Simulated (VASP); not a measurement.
Input of a VASP 6.6.1 run:

File POSCAR:

```
Cu
1.0
    2.5340966700      0.0000000000      0.0000000000
   -1.2670483300      2.1945920900      0.0000000000
    0.0000000000      0.0000000000      4.1125710000
Cu
2
Direct
    0.3333333300      0.6666666700      0.2500000000
    0.6666666700      0.3333333300      0.7500000000
```

File INCAR.step1:

```
SYSTEM = Cu
ALGO = Normal
EDIFF = 1E-4
ENCUT = 600
GGA = PE
ISMEAR = -1
LASPH = .TRUE.
LCHARG = .FALSE.
LREAL = .FALSE.
LWAVE = .TRUE.
NELM = 80
PREC = Accurate
SIGMA = 0.1
```

INCAR.step2

```
SYSTEM = Cu
ALGO = Normal
EDIFF = 1E-7
EDIFFG = -0.01
ENCUT = 600
IBRION = 2
ISIF = 3
ISMEAR = -1
ISTART = 1
LASPH = .TRUE.
LCHARG = .FALSE.
LMIXTAU = .TRUE.
LREAL = .FALSE.
LWAVE = .FALSE.
METAGGA = R2SCAN
NELM = 80
NSW = 80
PREC = Accurate
SIGMA = 0.1
```

File KPOINTS:

```
k-points
0
G
  14 14 7
  0 0 0
```

Potentials or basis: VASP PAW PBE potentials, release 64 (Cu).

Launch:

```sh
$ cat potpaw_PBE.64/Cu/POTCAR > POTCAR
$ cp INCAR.step1 INCAR
$ mpirun -np 1 vasp_std > vasp.out
$ cp INCAR.step2 INCAR
$ mpirun -np 1 vasp_std > vasp.out
```

Question: Predict the space group after relaxing (to 0.05 Å).

Answer: P6_3/mmc (No. 194).

Question: What does it give for the relaxed cell?

Answer: a = 2.535 Å, b = 2.535 Å, c = 4.137 Å, α = 90.00°, β = 90.00°, γ = 120.00°.

Question: What does it give for the band gap on the k mesh?

Answer: Zero (band 11 reaches 11.43 eV, above the bottom of band 12 at 5.69 eV).

Question: What does it give for the relaxed volume?

Answer: 11.51 Å³/atom.

Stress tensor (GPa, compression positive):
```
-0.13  0.00  0.00
 0.00 -0.13  0.00
 0.00  0.00  0.05
```

Caveat: the PAW data sets were made with another functional, which shifts forces and pressure a little.
